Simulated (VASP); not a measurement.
# ScRu3 (I4/mmm) in VASP: further runs

Aim: see how the results for ScRu3 move with the level of theory and the settings. Levels: PBEsol+U, r2SCAN+D4. Tasks: single point, relaxation of cell and atoms.

Program: VASP 6.6.1. These are calculated values, not measurements. Logs are shortened: lines on timing, memory, paths and dates and some standing lists are left out, and cuts for length are marked.

## Step 1: The cell of the first run

The structure is tetragonal, space group I4/mmm (No. 139). The conventional cell has a = 3.824 Å, b = 3.824 Å, c = 8.041 Å, α = 90.00°, β = 90.00°, γ = 90.00°. Ru (site symmetry 4/mmm) has 4 Sc at 2.70 Å and 8 Ru at 2.77 Å within 3.6 Å. Within 3.6 Å of Ru (site symmetry -4m2) lie 8 Ru at 2.70 to 2.77 Å and 4 Sc at 2.77 Å. Within 3.6 Å of Sc (site symmetry 4/mmm) lie 12 Ru at 2.70 to 2.77 Å.

## Step 2: Single point, PBEsol+U

File INCAR:

```
SYSTEM = ScRu3
PREC = Accurate
ENCUT = 600
EDIFF = 1E-6
ISMEAR = -1
SIGMA = 0.05
LREAL = .False.
LASPH = .True.
NELM = 200
ALGO = Normal
ISIF = 2
LWAVE = .False.
LCHARG = .True.
LMAXMIX = 4
LDAU = .True.
LDAUTYPE = 2
LDAUL = 2 2
LDAUU = 2 2
LDAUJ = 0 0
LDAUPRINT = 1
GGA = PS
LELF = .True.
LVHAR = .True.
NBANDS = 38
GGA_COMPAT = .False.
```

File KPOINTS:

```
regular mesh
0
Gamma
  7 7 7
  0 0 0
```

File POSCAR:

```
ScRu3
1.0
   -1.9120125197      1.9120125197      4.0207010659
    1.9120125197     -1.9120125197      4.0207010659
    1.9120125197      1.9120125197     -4.0207010659
Ru Sc
3 1
Direct
    0.5000000000      0.5000000000      0.0000000000
    0.2500000000      0.7500000000      0.5000000000
    0.7500000000      0.2500000000      0.5000000000
    0.0000000000      0.0000000000      0.0000000000
```

Potentials or basis: VASP PAW PBE potentials, release 64 (Ru_sv, Sc_sv).

Launch:

```bash
$ cat potpaw_PBE.64/Ru_sv/POTCAR potpaw_PBE.64/Sc_sv/POTCAR > POTCAR
$ mpirun -np 1 vasp_std > vasp.out
```

OUTCAR:

```text
SYSTEM = ScRu3
   PREC = Accurate
   ENCUT = 600
   EDIFF = 1E-6
   ISMEAR = -1
   LREAL = .False.
   LASPH = .True.
   NELM = 200
   ISIF = 2
   GGA = PS

 ion  position               nearest neighbor table
   1  0.500  0.500  0.000-   4 2.70   4 2.70   4 2.70   4 2.70   2 2.77   2 2.77   3 2.77   3 2.77
                             3 2.77   2 2.77   3 2.77   2 2.77
   2  0.250  0.750  0.500-   3 2.70   3 2.70   3 2.70   3 2.70   4 2.77   4 2.77   1 2.77   1 2.77
                             4 2.77   1 2.77   4 2.77   1 2.77
   3  0.750  0.250  0.500-   2 2.70   2 2.70   2 2.70   2 2.70   1 2.77   1 2.77   4 2.77   4 2.77
                             4 2.77   1 2.77   4 2.77   1 2.77
   4  0.000  0.000  0.000-   1 2.70   1 2.70   1 2.70   1 2.70   3 2.77   3 2.77   2 2.77   2 2.77
                             3 2.77   2 2.77   3 2.77   2 2.77

  LATTYP: Found a body centered tetragonal cell.
 ALAT       =     3.8240250394
 C/A-ratio  =     2.1028633571

  Lattice vectors:

 A1 = (  -1.9120125197,   1.9120125197,   4.0207010659)
 A2 = (   1.9120125197,  -1.9120125197,   4.0207010659)
 A3 = (   1.9120125197,   1.9120125197,  -4.0207010659)

Analysis of symmetry for initial positions (statically):
=====================================================================
 Subroutine PRICEL returns:
 Original cell was already a primitive cell.

 Routine SETGRP: Setting up the symmetry group for a
 body centered tetragonal supercell.

 Subroutine GETGRP returns: Found 16 space group operations
 (whereof 16 operations were pure point group operations)
 out of a pool of 16 trial point group operations.

The static configuration has the point symmetry D_4h.

Analysis of symmetry for dynamics (positions and initial velocities):
=====================================================================
 Subroutine PRICEL returns:
 Original cell was already a primitive cell.

 Routine SETGRP: Setting up the symmetry group for a
[... 135 lines left out ...]
 LDA+U is selected, type is set to LDAUTYPE =  2
   angular momentum for each species LDAUL =     2    2
   U (eV)           for each species LDAUU =   2.0  2.0
   J (eV)           for each species LDAUJ =   0.0  0.0
   GGA     = PS    functional components
   LHFCALC =     F    Hartree Fock is set to
   AEXX    =    0.0000 exact exchange contribution
   IVDW    =     0    specifies the selected vdW correction
   LEPSILON=     F    determine dielectric tensor
   LRPA    =     F    only Hartree local field effects (RPA)
 non-spin polarized calculation
  energy-cutoff  :      600.00
  volume of cell :       58.80
 maximum number of plane-waves:      1984
   NGX = 19   NGY = 19   NGZ = 19

atom =   1  type =  1  l = 2

 onsite density matrix

spin component  1
[... 116 lines left out ...]
  o =  0.0829  v =  0.0000  0.0000 -0.0000 -0.0000  1.0000  0.0000  0.0000  0.0000  0.0000  0.0000      0.0000  0.0000  0.0000  0.0000  0.0000  0.0000  0.0000  0.0000  0.0000  0.0000
  o =  0.0829  v =  0.0000  0.0000  0.0000  0.0000  0.0000  0.0000  0.0000 -0.0000 -0.0000  1.0000      0.0000  0.0000  0.0000  0.0000  0.0000  0.0000  0.0000  0.0000  0.0000  0.0000
  o =  0.1026  v =  0.0000  0.0000  0.0000  0.0000  0.0000  0.0000 -0.0000  1.0000 -0.0000  0.0000      0.0000  0.0000  0.0000  0.0000  0.0000  0.0000  0.0000  0.0000  0.0000  0.0000
  o =  0.1026  v =  0.0000 -0.0000  1.0000 -0.0000  0.0000  0.0000  0.0000  0.0000  0.0000  0.0000      0.0000  0.0000  0.0000  0.0000  0.0000  0.0000  0.0000  0.0000  0.0000  0.0000
  o =  0.1156  v =  0.0000 -0.9790 -0.0000 -0.2039  0.0000  0.0000  0.0000  0.0000  0.0000  0.0000      0.0000  0.0000  0.0000  0.0000  0.0000  0.0000  0.0000  0.0000  0.0000  0.0000
  o =  0.1156  v =  0.0000  0.0000  0.0000  0.0000  0.0000  0.0000 -0.9790 -0.0000 -0.2039  0.0000      0.0000  0.0000  0.0000  0.0000  0.0000  0.0000  0.0000  0.0000  0.0000  0.0000
  o =  0.1156  v =  0.0000  0.0000  0.0000  0.0000  0.0000  0.0000  0.2039 -0.0000 -0.9790 -0.0000      0.0000  0.0000  0.0000  0.0000  0.0000  0.0000  0.0000  0.0000  0.0000  0.0000
  o =  0.1156  v =  0.0000  0.2039 -0.0000 -0.9790 -0.0000  0.0000  0.0000  0.0000  0.0000  0.0000      0.0000  0.0000  0.0000  0.0000  0.0000  0.0000  0.0000  0.0000  0.0000  0.0000
  o =  0.1456  v =  1.0000  0.0000  0.0000  0.0000  0.0000  0.0000  0.0000  0.0000  0.0000  0.0000      0.0000  0.0000  0.0000  0.0000  0.0000  0.0000  0.0000  0.0000  0.0000  0.0000
  o =  0.1456  v =  0.0000  0.0000  0.0000  0.0000  0.0000  1.0000  0.0000  0.0000  0.0000  0.0000      0.0000  0.0000  0.0000  0.0000  0.0000  0.0000  0.0000  0.0000  0.0000  0.0000

 number of electron      59.0000007 magnetization

 Free energy of the ion-electron system (eV)
  ---------------------------------------------------
  ext. energy  EPLUGINS =         0.00000000
  ---------------------------------------------------
  free energy    TOTEN  =       -28.82148386 eV

  energy without entropy =      -28.78734303  energy(sigma->0) =      -28.80441344

 E-fermi :  11.6977     XC(G=0): -13.4924

 val. band max:       11.6847255996   @ k =  -0.4286   0.1429   0.0000
 cond. band min:      11.7051279691   @ k =  -0.2857  -0.2857   0.1429
 fundamental gap:      0.0204023696
 Fermi energy:        11.6977145323

 k-point     1 :       0.0000    0.0000    0.0000
  band No.  band energies     occupation
      1     -60.5127      2.00000
      2     -60.3889      2.00000
      3     -60.2897      2.00000
      4     -36.8460      2.00000
      5     -30.7363      2.00000
      6     -30.7363      2.00000
[... 973 lines left out ...]
     37      16.2343      0.00000
     38      16.4200      0.00000

 [... further k-points ...]
[... 5 lines left out ...]
  --------------------------------------------------------------------------------------
  -------------------------------------------------------------------------------------
  Total        0.5231593      0.5231593      0.5104664      0.0000000      0.0000000      0.0000000
  in kB       14.2561193     14.2561193     13.9102354      0.0000000      0.0000000      0.0000000
  external PRESSURE =      14.1408246 kB  Pullay stress =       0.0000000 kB

 VOLUME and BASIS-vectors are now :
 -----------------------------------------------------------------------------
  energy-cutoff  :      600.00
  volume of cell :       58.80
      direct lattice vectors                 reciprocal lattice vectors
    -1.912012520  1.912012520  4.020701066     0.000000000  0.261504564  0.124356422
     1.912012520 -1.912012520  4.020701066     0.261504564  0.000000000  0.124356422
     1.912012520  1.912012520 -4.020701066     0.261504564  0.261504564  0.000000000

 POSITION                                       TOTAL-FORCE (eV/Angst)
 -----------------------------------------------------------------------------------
      0.00000      0.00000      4.02070        -0.000000     -0.000000      0.000000
      1.91201      0.00000      2.01035         0.000000     -0.000000     -0.000000
      0.00000      1.91201      2.01035        -0.000000      0.000000      0.000000
      0.00000      0.00000      0.00000        -0.000000     -0.000000      0.000000
 -----------------------------------------------------------------------------------
    total drift:                               -0.000000     -0.000000      0.000000

  FREE ENERGIE OF THE ION-ELECTRON SYSTEM (eV)
  ---------------------------------------------------
  free  energy   TOTEN  =       -28.8214838585 eV

  energy  without entropy=      -28.7873430253  energy(sigma->0) =      -28.80441344
```

Wall time 2 min (1 thread of Intel Xeon Platinum 8375C at 2.90GHz (Ice Lake), shared host); peak memory 0.28 GiB.

Results:

* Free energy: -28.8215 eV
* Pressure: 1.4 GPa
* Band gap on the k mesh: zero (an odd number of electrons rules out a gap without spin polarisation)

Levels at points of the mesh, in eV from the Fermi level:
```tsv
k point	band 27	band 28	band 29	band 30	band 31	band 32
(0.00, 0.00, 0.00)	-0.36	-0.36	-0.26	-0.19	1.06	2.63
```

Eigenvalues of the final occupation matrices:
```tsv
site	spin	trace	eigenvalues
site 1 d	1	2.74	0.46 0.46 0.50 0.64 0.68
site 1 d	2	2.74	0.46 0.46 0.50 0.64 0.68
site 2 d	1	2.72	0.52 0.53 0.55 0.56 0.56
site 2 d	2	2.72	0.52 0.53 0.55 0.56 0.56
site 3 d	1	2.72	0.52 0.53 0.55 0.56 0.56
site 3 d	2	2.72	0.52 0.53 0.55 0.56 0.56
site 4 d	1	0.56	0.08 0.10 0.12 0.12 0.15
site 4 d	2	0.56	0.08 0.10 0.12 0.12 0.15
```

Caveat: the PAW data sets were made with another functional, which shifts forces and pressure a little; U without spin polarisation on a metal has little footing; the U is typed as a test and isn't derived for this compound.

## Step 3: Single point, PBEsol+U

This run uses another cell than the first one, of 14.84 Å³/atom.

File INCAR:

```
PREC = Accurate ; ENCUT = 600
EDIFF = 1E-6 ; ISMEAR = -1
SIGMA = 0.05 ; LREAL = F
LASPH = T ; NELM = 200
ALGO = Normal ; ISIF = 2
LWAVE = F ; LCHARG = T
LMAXMIX = 4 ; LDAU = T
LDAUTYPE = 2 ; LDAUL = 2 2
LDAUU = 4 4 ; LDAUJ = 0 0
LDAUPRINT = 1 ; GGA = PS
LELF = T ; LVHAR = T
NBANDS = 38 ; GGA_COMPAT = F
```

File KPOINTS:

```
Automatic mesh
0
Gamma
  7 7 7
```

File POSCAR:

```
ScRu3
1.0
   -1.9171027490      1.9171027490      4.0380911954
    1.9171027490     -1.9171027490      4.0380911954
    1.9171027490      1.9171027490     -4.0380911954
Ru Sc
3 1
Direct
    0.5000000000      0.5000000000      0.0000000000
    0.2500000000      0.7500000000      0.5000000000
    0.7500000000      0.2500000000      0.5000000000
    0.0000000000      0.0000000000      0.0000000000
```

Potentials or basis: VASP PAW PBE potentials, release 64 (Ru_sv, Sc_sv).

Launch:

```bash
$ cat potpaw_PBE.64/Ru_sv/POTCAR potpaw_PBE.64/Sc_sv/POTCAR > POTCAR
$ mpirun -np 1 vasp_std > vasp.out
```

It took 5.5 min on 1 thread of Intel Xeon Platinum 8375C at 2.90GHz (Ice Lake), shared host; peak memory 0.28 GiB.

It converged, with:

| Quantity | Value |
| --- | --- |
| Free energy | -20.5745 eV |
| Pressure | 2.0 GPa |
| Band gap on the k mesh | zero (an odd number of electrons rules out a gap without spin polarisation) |

Stress tensor (GPa, compression positive):
```
1.80 0.00 0.00
0.00 1.80 0.00
0.00 0.00 2.40
```

Levels at points of the mesh, in eV from the Fermi level:
```tsv
k point	band 26	band 27	band 28	band 29	band 30	band 31	band 32	band 33
(0.00, 0.00, 0.00)	-1.72	-0.38	-0.30	-0.30	-0.26	1.13	2.63	3.13
```

Eigenvalues of the final occupation matrices:
```csv
site,spin,trace,eigenvalues
site 1 d,1,2.75,0.44 0.44 0.49 0.68 0.70
site 1 d,2,2.75,0.44 0.44 0.49 0.68 0.70
site 2 d,1,2.73,0.51 0.53 0.55 0.57 0.57
site 2 d,2,2.73,0.51 0.53 0.55 0.57 0.57
site 3 d,1,2.73,0.51 0.53 0.55 0.57 0.57
site 3 d,2,2.73,0.51 0.53 0.55 0.57 0.57
site 4 d,1,0.49,0.07 0.09 0.10 0.10 0.12
site 4 d,2,0.49,0.07 0.09 0.10 0.10 0.12
```

Caveat: the PAW data sets were made with another functional, which shifts forces and pressure a little; U without spin polarisation on a metal has little footing; the U is typed as a test and isn't derived for this compound.

[end of part 1 of 2]
